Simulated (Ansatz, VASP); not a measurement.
## One calculation of SiGe, two programs

```
Si Ge
1.0
     3.86159    0.00000    0.00000
    -1.93080    3.34424    0.00000
     0.00000    0.00000    6.37835
Si Ge
2 2
Direct
  0.33333 0.66667 0.00002
  0.66667 0.33333 0.50002
  0.33333 0.66667 0.37398
  0.66667 0.33333 0.87398
```

Alike in both runs: task single point; functional PBEsol; k mesh 9 × 9 × 6; no spin polarisation.

```csv
,VASP,Ansatz
version,VASP 6.6.1,Ansatz 0.2.0
potentials or method,"VASP PAW PBE potentials, release 64 (Si, Ge_d), cutoff 500 eV","scalar-relativistic, plane waves, PAW"
occupations,"gaussian, width 0.01 eV",fixed
valence electrons in the cell,36,36
```

```tsv
	VASP	Ansatz	Ansatz less VASP
gap on the k mesh at the Fermi level (eV)	0.33	0.33	0.000
least direct gap on the mesh (eV)	0.49	0.49	-0.005
```

VASP's potentials were made for PBE, not for PBEsol, and Ansatz warns of the same on its side.
